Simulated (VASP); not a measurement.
Runs of VASP 6.6.1 on H. The structure is that of space group Cmce (No. 64), or close to it. The cells are those of the table. 

```tsv
cell	gap on the mesh (eV)	pressure (GPa)	largest force (eV/Å)
a = 3.750, b = 3.750, c = 4.927 Å, angles 90.0, 90.0, 87.6°, 4 atoms	9.38	-0.8	0.50
a = 3.507, b = 3.507, c = 4.608 Å, angles 90.0, 90.0, 87.6°, 4 atoms	(b)	1.6	1.31
a = 3.692, b = 3.692, c = 4.851 Å, angles 90.0, 90.0, 87.6°, 4 atoms	9.45	-0.4	0.12
a = 3.571, b = 3.571, c = 4.692 Å, angles 90.0, 90.0, 87.6°, 4 atoms	(a)	0.8	0.77
a = 3.633, b = 3.633, c = 4.772 Å, angles 90.0, 90.0, 87.6°, 4 atoms	9.52	0.2	0.30
```

Alike in all rows: task single point; level PBE; potentials or basis VASP PAW PBE potentials, release 64 (H); no spin polarisation; k mesh 4 × 4 × 4; cutoff (eV) 500; smearing gaussian 0.01 eV.

Fill in the values left out.

(a) 9.60; (b) 9.67.

Caveats: some runs use coarse meshes; forces of over 1 eV/Å act on the atoms, so gaps and moduli don't describe the material at rest (some runs).

A k mesh can miss the band edges.
